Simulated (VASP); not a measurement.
# Y3B2 (P6mm) in VASP: further runs

Runs on Y3B2. Level: PBE. Tasks: single point, relaxation of cell and atoms.

Everything below comes from runs of VASP 6.6.1. Logs are shortened: lines on timing, memory, paths and dates and some standing lists are left out, and cuts for length are marked.

### 1 The cell of the first run

Symmetry: P6mm, No. 183, hexagonal system. The conventional cell has a = 4.766 Å, b = 4.766 Å, c = 4.350 Å, α = 90.00°, β = 90.00°, γ = 120.00°. Y (site symmetry 3m) has 2 B at 1.89 to 2.46 Å within 2.5 Å. Y (site symmetry 6mm) has 6 Y at 2.79 Å and 12 B at 3.40 to 3.62 Å within 3.7 Å. Within 2.5 Å of B (site symmetry 3m) lie 2 Y at 1.89 to 2.46 Å.

The cell was generated, and may not be a known phase.

### 2 Single point, PBE

INCAR

```
SYSTEM = Y3B2
PREC = Accurate
ENCUT = 520
EDIFF = 1E-6
ISMEAR = 0
SIGMA = 0.1
LREAL = .FALSE.
LASPH = .TRUE.
NELM = 100
ALGO = Normal
ISIF = 2
LWAVE = .FALSE.
LCHARG = .TRUE.
GGA = PE
LELF = .TRUE.
LVHAR = .TRUE.
NBANDS = 28
```

KPOINTS

```
regular mesh
0
G
  6 6 4
  0 0 0
```

POSCAR

```
Y3B2
1.0
    4.7660135500      0.0000000000      0.0000000000
   -2.3830067800      4.1274888100      0.0000000000
    0.0000000000      0.0000000000      4.3497475800
Y B
3 2
Direct
    0.3333333300      0.6666666700      0.9268482300
    0.6666666700      0.3333333300      0.9268482300
    0.0000000000      0.0000000000      0.0335862200
    0.3333333300      0.6666666700      0.4914142100
    0.6666666700      0.3333333300      0.4914142100
```

Potentials or basis: VASP PAW PBE potentials, release 64 (Y_sv, B).

Started as:

```
$ cat potpaw_PBE.64/Y_sv/POTCAR potpaw_PBE.64/B/POTCAR > POTCAR
$ mpirun -np 1 vasp_std > vasp.out
```

OUTCAR:

```text
SYSTEM = Y3B2
   PREC = Accurate
   ENCUT = 520
   EDIFF = 1E-6
   ISMEAR = 0
   LREAL = .FALSE.
   LASPH = .TRUE.
   NELM = 100
   ISIF = 2
   GGA = PE

 ion  position               nearest neighbor table
   1  0.333  0.667  0.927-   4 1.89   4 2.46   2 2.75   2 2.75   2 2.75   3 2.79   3 2.79   3 2.79

   2  0.667  0.333  0.927-   5 1.89   5 2.46   1 2.75   1 2.75   1 2.75   3 2.79   3 2.79   3 2.79

   3  0.000  0.000  0.034-   1 2.79   2 2.79   2 2.79   1 2.79   2 2.79   1 2.79
   4  0.333  0.667  0.491-   1 1.89   1 2.46
   5  0.667  0.333  0.491-   2 1.89   2 2.46

  LATTYP: Found a hexagonal cell.
 ALAT       =     4.7660135500
 C/A-ratio  =     0.9126595077

  Lattice vectors:

 A1 = (   4.7660135500,   0.0000000000,   0.0000000000)
 A2 = (  -2.3830067800,   4.1274888100,   0.0000000000)
 A3 = (   0.0000000000,   0.0000000000,   4.3497475800)

Analysis of symmetry for initial positions (statically):
=====================================================================
 Subroutine PRICEL returns:
 Original cell was already a primitive cell.

 Routine SETGRP: Setting up the symmetry group for a
 hexagonal supercell.

 Subroutine GETGRP returns: Found 12 space group operations
 (whereof 12 operations were pure point group operations)
 out of a pool of 24 trial point group operations.

The static configuration has the point symmetry C_6v.

Analysis of symmetry for dynamics (positions and initial velocities):
=====================================================================
 Subroutine PRICEL returns:
 Original cell was already a primitive cell.

 Routine SETGRP: Setting up the symmetry group for a
 hexagonal supercell.

 Subroutine GETGRP returns: Found 12 space group operations
 (whereof 12 operations were pure point group operations)
 out of a pool of 24 trial point group operations.

The dynamic configuration has the point symmetry C_6v.

 Subroutine INISYM returns: Found 12 space group operations
 (whereof 12 operations are pure point group operations),
 and found     1 'primitive' translations

----------------------------------------------------------------------------------------

                                     Primitive cell

  volume of cell :      85.5668

  direct lattice vectors                    reciprocal lattice vectors
[... 87 lines left out ...]
   ENCUT  =  520.0 eV  38.22 Ry    6.18 a.u.   8.86  8.86  8.09*2*pi/ulx,y,z
   NELM   =    100;   NELMIN=  2; NELMDL= -5     # of ELM steps
   EDIFF  = 0.1E-05   stopping-criterion for ELM
   LREAL  =      F    real-space projection
   EDIFFG = 0.1E-04   stopping-criterion for IOM
   NSW    =      0    number of steps for IOM
   IBRION =     -1    ionic relax: 0-MD 1-quasi-New 2-CG
   NFREE  =      0    steps in history (QN), initial steepest desc. (CG)
   ISIF   =      2    stress and relaxation
   ISYM   =      2    0-nonsym 1-usesym 2-fastsym
   POTIM  = 0.5000    time-step for ionic-motion
   TEBEG  =    0.0;   TEEND  =   0.0 temperature during run
   PSTRESS=    0.0 pullay stress
   NELECT =      39.0000    total number of electrons
   NUPDOWN=      -1.0000    fix difference up-down
   EMIN   =  10.00;   EMAX   =-10.00  energy-range for DOS
   EFERMI =   0.00;   METHOD = LEGACY
   ISMEAR =     0;   SIGMA  =   0.10  broadening in eV -4-tet -1-fermi 0-gaus
   EFERMI_NEDOS =   21; number of points for ismear=-14 and -15
   IALGO  =     38    algorithm
   IMIX   =      4    mixing-type and parameters
     AMIX     =   0.40;   BMIX     =  1.00
     AMIX_MAG =   1.60;   BMIX_MAG =  1.00
  volume/ion in A,a.u.               =      17.11       115.49
  Fermi-wavevector in a.u.,A,eV,Ry     =   1.259876  2.380821 21.596373  1.587289
  Thomas-Fermi vector in A             =   2.393414
   LORBIT       =      0    0 simple, 1 ext, 2 COOP (PROOUT), +10 PAW based schemes
   GGA     = PE    functional components
   LHFCALC =     F    Hartree Fock is set to
   AEXX    =    0.0000 exact exchange contribution
   IVDW    =     0    specifies the selected vdW correction
   LEPSILON=     F    determine dielectric tensor
   LRPA    =     F    only Hartree local field effects (RPA)
 non-spin polarized calculation
 Gauss-broadening in eV      SIGMA  =   0.10
  energy-cutoff  :      520.00
  volume of cell :       85.57
 maximum number of plane-waves:      2337
 NGX is ok and might be reduce to    36
   NGX = 17   NGY = 17   NGZ = 17

 number of electron      39.0000003 magnetization

 Free energy of the ion-electron system (eV)
  ---------------------------------------------------
  ext. energy  EPLUGINS =         0.00000000
  ---------------------------------------------------
  free energy    TOTEN  =       -18.73471314 eV

  energy without entropy =      -18.71755573  energy(sigma->0) =      -18.72613444

 E-fermi :   4.3368     XC(G=0): -10.7989

 val. band max:        4.3005492092   @ k =   0.3333   0.0000   0.5000
 cond. band min:       4.3506107959   @ k =   0.1667   0.0000   0.2500
 fundamental gap:      0.0500615867
 Fermi energy:         4.3368265819

 k-point     1 :       0.0000    0.0000    0.0000
  band No.  band energies     occupation
      1     -38.0369      2.00000
      2     -36.8097      2.00000
      3     -36.3138      2.00000
      4     -18.6544      2.00000
      5     -18.6544      2.00000
      6     -18.0617      2.00000
[... 640 lines left out ...]
     27       8.5012      0.00000
     28       9.4010      0.00000

------------------------ aborting loop because EDIFF is reached ----------------------------------------

  FORCE on cell =-STRESS in cart. coord.  units (eV):
  Direction    XX          YY          ZZ          XY          YZ          ZX
  --------------------------------------------------------------------------------------
  -------------------------------------------------------------------------------------
  Total       16.0124138     16.0124138     28.7697431     -0.0000000      0.0000000      0.0000000
  in kB      299.8210734    299.8210735    538.6930018     -0.0000004      0.0000000      0.0000000
  external PRESSURE =     379.4450496 kB  Pullay stress =       0.0000000 kB

 VOLUME and BASIS-vectors are now :
 -----------------------------------------------------------------------------
  energy-cutoff  :      520.00
  volume of cell :       85.57
      direct lattice vectors                 reciprocal lattice vectors
     4.766013550  0.000000000  0.000000000     0.209818959  0.121139032  0.000000000
    -2.383006780  4.127488810  0.000000000     0.000000000  0.242278064  0.000000000
     0.000000000  0.000000000  4.349747580     0.000000000  0.000000000  0.229898398

 POSITION                                       TOTAL-FORCE (eV/Angst)
 -----------------------------------------------------------------------------------
     -0.00000      2.75166      4.03156        -0.000000      0.000000      6.844764
      2.38301      1.37583      4.03156         0.000000     -0.000000      6.844764
      0.00000      0.00000      0.14609        -0.000000     -0.000000      1.566313
     -0.00000      2.75166      2.13753        -0.000000     -0.000000     -7.627920
      2.38301      1.37583      2.13753        -0.000000     -0.000000     -7.627920
 -----------------------------------------------------------------------------------
    total drift:                               -0.000000     -0.000000      0.000202

  FREE ENERGIE OF THE ION-ELECTRON SYSTEM (eV)
  ---------------------------------------------------
  free  energy   TOTEN  =       -18.7347131421 eV

  energy  without entropy=      -18.7175557289  energy(sigma->0) =      -18.72613444
```

It took 40 s on 1 thread of Oxide Virtual Turin-like, shared host; peak memory 0.18 GiB.

What came out:

```yaml
Free_energy: -18.7347 eV
Pressure: 37.9 GPa
Largest_force: 7.628 eV/Å
Band_gap_on_the_k_mesh: zero (an odd number of electrons rules out a gap without spin polarisation)
```

Forces on the atoms (eV/Å):
```
Y    0.000  0.000  6.845
Y    0.000  0.000  6.845
Y    0.000  0.000  1.566
B    0.000  0.000 -7.628
B    0.000  0.000 -7.628
```

Stress tensor (GPa, compression positive):
```
29.98  0.00  0.00
 0.00 29.98  0.00
 0.00  0.00 53.87
```

Caveat: the k points lie up to 0.36 Å⁻¹ apart, too coarse for converged energies and pressures of a metal; forces of over 1 eV/Å act on the atoms, so gaps and moduli don't describe the material at rest.

### 3 Relaxation of cell and atoms, PBE

INCAR

```
SYSTEM = Y3B2
PREC = Accurate
ENCUT = 600
EDIFF = 1E-6
ISMEAR = 0
SIGMA = 0.1
LREAL = .FALSE.
LASPH = .TRUE.
NELM = 100
ALGO = Normal
ISIF = 3
LWAVE = .FALSE.
LCHARG = .FALSE.
GGA = PE
IBRION = 2
NSW = 90
EDIFFG = -0.04
```

KPOINTS

```
Automatic mesh
0
G
  6 6 4
  0 0 0
```

POSCAR is that of step 2.

Potentials or basis: VASP PAW PBE potentials, release 64 (Y_sv, B).

Started as:

```
$ cat potpaw_PBE.64/Y_sv/POTCAR potpaw_PBE.64/B/POTCAR > POTCAR
$ mpirun -np 1 vasp_std > vasp.out
```

Wall time 36 min (1 thread of Oxide Virtual Turin-like, shared host); peak memory 0.24 GiB.

The run converged. Its results:

```
Free energy                           : -27.9770 eV
Relaxed volume                        : 21.43 Å³/atom
Relaxed cell                          : a = 4.910 Å, b = 4.910 Å, c = 5.133 Å, α = 90.00°, β = 90.00°, γ = 120.00°
Space group after relaxing (to 0.1 Å) : P6/mmm (No. 191)
Energy gained by relaxing             : 1848.1 meV/atom
Ionic steps                           : 38
Pressure after relaxing               : 0.0 GPa
Largest force after relaxing          : 0.018 eV/Å
Band gap on the k mesh                : zero (an odd number of electrons rules out a gap without spin polarisation)
```

Forces in eV/Å, atoms in the order of the input:
```
Y    0.000  0.000 -0.018
Y    0.000  0.000 -0.018
Y    0.000  0.000  0.007
B    0.000  0.000  0.014
B    0.000  0.000  0.014
```

Stress tensor (GPa, compression positive):
```
 0.09  0.00  0.00
 0.00  0.09  0.00
 0.00  0.00 -0.12
```

The path:
| step | energy change (eV) | largest force (eV/Å) | pressure (GPa) | volume (Å³) |
| --- | --- | --- | --- | --- |
| 1 | 0.0000 | 7.6275 | 37.95 | 85.57 |
| 2 | -4.2575 | 2.6316 | 2.16 | 145.72 |
| 3 | -4.8023 | 2.0716 | 8.20 | 116.04 |
| 4 | -4.7835 | 2.3049 | 6.30 | 122.07 |
| 5 | -4.8007 | 2.2282 | 7.00 | 119.66 |
| 6 | -5.7621 | 1.0719 | -0.71 | 142.85 |
| 7 | -5.8090 | 0.9943 | -2.33 | 150.94 |
| 8 | -6.1675 | 0.8813 | -1.22 | 147.49 |
| 9 | -6.1896 | 0.8630 | -0.72 | 146.39 |
| 10 | -6.2644 | 0.9919 | -0.24 | 143.19 |
| 11 | -6.4891 | 1.5178 | 1.33 | 133.85 |
| 12 | -7.0239 | 2.3972 | 5.23 | 116.25 |
| 13 | -7.4639 | 2.4142 | 21.70 | 85.28 |
| 14 | -7.4772 | 3.1271 | 13.96 | 94.89 |
| 15 | -7.5280 | 2.9188 | 17.70 | 89.17 |
| 16 | -7.5174 | 2.7513 | 19.11 | 87.64 |
| 17 | -7.5240 | 2.7223 | 19.20 | 87.53 |
| 18 | -7.5423 | 2.6336 | 19.50 | 87.17 |
| 19 | -7.5721 | 2.4482 | 20.14 | 86.46 |
| 20 | -7.6021 | 2.0603 | 21.61 | 85.04 |
| 21 | -7.6368 | 2.0410 | 21.29 | 85.22 |
| 22 | -7.7378 | 1.9839 | 20.36 | 85.77 |
| 23 | -7.9265 | 1.8702 | 18.53 | 86.87 |
| 24 | -8.2531 | 1.6484 | 15.15 | 89.09 |
| 25 | -8.7198 | 1.2401 | 9.33 | 93.63 |
| 26 | -9.0365 | 0.6139 | 0.85 | 103.08 |
| 27 | -9.0370 | 0.6385 | 1.18 | 102.58 |
| 28 | -9.0632 | 0.6313 | 0.99 | 103.07 |
| 29 | -9.1274 | 0.6042 | 0.55 | 104.55 |
| 30 | -9.1920 | 0.5170 | -0.02 | 107.48 |
| 31 | -9.1945 | 0.4881 | -0.14 | 108.19 |
| 32 | -9.2047 | 0.4382 | -0.26 | 108.36 |
| 33 | -9.2244 | 0.2899 | -0.60 | 108.85 |
| 34 | -9.2175 | 0.2983 | -1.11 | 109.83 |
| 35 | -9.2288 | 0.1803 | -0.82 | 109.23 |
| 36 | -9.2376 | 0.1266 | -0.19 | 107.84 |
| 37 | -9.2392 | 0.0909 | 0.21 | 106.99 |
| 38 | -9.2406 | 0.0181 | 0.02 | 107.14 |

Final structure:
```
Y B
1.0
     4.90955    0.00000    0.00000
    -2.45477    4.25179    0.00000
     0.00000    0.00000    5.13275
Y B
3 2
Direct
  0.33333 0.66667 0.87429
  0.66667 0.33333 0.87429
  0.00000 0.00000 0.37380
  0.33333 0.66667 0.37386
  0.66667 0.33333 0.37386
```

Levels at points of the mesh, in eV from the Fermi level:
| k point | band 17 | band 18 | band 19 | band 20 | band 21 | band 22 |
| --- | --- | --- | --- | --- | --- | --- |
| (0.00, 0.00, 0.00) | -2.32 | -0.87 | 0.45 | 0.45 | 0.69 | 0.69 |
| (0.50, 0.00, 0.00) | -1.08 | -0.61 | -0.47 | -0.38 | 0.19 | 0.33 |
| (0.00, 0.00, 0.50) | -2.81 | -1.37 | -0.23 | 0.02 | 0.02 | 1.09 |
| (0.50, 0.00, 0.50) | -1.65 | -1.52 | -1.12 | 0.01 | 0.29 | 0.61 |

Caveat: the k points lie up to 0.31 Å⁻¹ apart in the final cell, too coarse for converged energies and pressures of a metal; the volume moved by over 15 % at a fixed basis, so the end points are rough.

The gap in the log of VASP goes by the Fermi energy; the results here count the filled bands.